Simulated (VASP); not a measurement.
Ta2C:

```xyz
3
Lattice="3.1059 0.0000 0.0000 -1.5530 2.6898 0.0000 0.0000 0.0000 4.9464" Properties=species:S:1:pos:R:3 pbc="T T T"
Ta    0.0000    1.7932    1.2465
Ta    1.5530    0.8966    3.6999
C     0.0000    0.0000    0.0000
```

| Property | Result |
| --- | --- |
| Program | VASP 6.6.1 |
| Task | relaxation of cell and atoms |
| Functional | LDA |
| Potentials or basis | VASP PAW LDA potentials, release 64 (Ta_pv, C) |
| Cutoff | 600 eV |
| k mesh | 4 × 4 × 2 |
| Occupations | fermi-dirac, width 0.01 eV |
| Spin | no spin polarisation |

At the start: pressure -7.8 GPa; volume 13.77 Å³/atom.

Q: Where does the relaxation end?

A: Over 6 steps the energy falls by 10.5 meV/atom and the volume is 13.37 Å³/atom (-2.9 %); space group P-3m1 (No. 164, to 0.05 Å).

Step by step:
| step | energy change (eV) | largest force (eV/Å) | pressure (GPa) | volume (Å³) |
| --- | --- | --- | --- | --- |
| 1 | 0.0000 | 0.1196 | -7.75 | 41.32 |
| 2 | 0.1629 | 0.8506 | 24.41 | 37.46 |
| 3 | -0.0288 | 0.3126 | -0.05 | 40.21 |
| 4 | -0.0288 | 0.3181 | 0.18 | 40.18 |
| 5 | -0.0299 | 0.2381 | -0.06 | 40.08 |
| 6 | -0.0314 | 0.0042 | 0.04 | 40.12 |

Final structure:
```
CELL_PARAMETERS angstrom
3.07109 0.00000 0.00000
-1.53554 2.65964 0.00000
0.00000 0.00000 4.91225
ATOMIC_POSITIONS crystal
Ta 0.33333 0.66667 0.25387
Ta 0.66667 0.33333 0.74613
C 0.00000 0.00000 0.00000
```

Caveat: the k points lie up to 0.64 Å⁻¹ apart in the final cell; the relaxation stopped at a loose force limit of 0.1 eV/Å, so its end isn't a converged minimum.
